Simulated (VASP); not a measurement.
Runs of VASP 6.6.1 on TeMo5. The structure is that of space group F-43m (No. 216), or close to it. The cells are those of the table. 

```csv
task,spin,cell,k mesh,cutoff (eV),gap on the mesh (eV),pressure (GPa),largest force (eV/Å)
single point,off,"a = 5.551 Å, angles 60.0°, 6 atoms",4 × 4 × 4,520,none,(a),-
single point,off,"a = 5.263 Å, angles 60.0°, 6 atoms",10 × 10 × 10,520,none,0.4,0.01
single point,"collinear, ferromagnetic start","a = 5.262 Å, angles 60.0°, 6 atoms",4 × 4 × 4,520,none,0.3,0.05
single point,off,"a = 5.262 Å, angles 60.0°, 6 atoms",4 × 4 × 4,520,none,0.3,0.05
relaxation of cell and atoms,off,"relaxed from a = 5.551 Å, angles 60.0°, 6 atoms",4 × 4 × 4,600,none,0.0,-
```

Alike in all rows: level PBE; potentials or basis VASP PAW PBE potentials, release 64 (Te, Mo_sv); smearing gaussian 0.1 eV.

Fill in the values left out.

(a) -20.9.

Caveats: some runs use coarse meshes; spin-orbit coupling is left out, which moves the levels of the heavy elements.

A k mesh can miss the band edges, and the runs leave out spin-orbit coupling on Mo, Te.

A gap of «none» marks levels without a gap at the run's occupations.
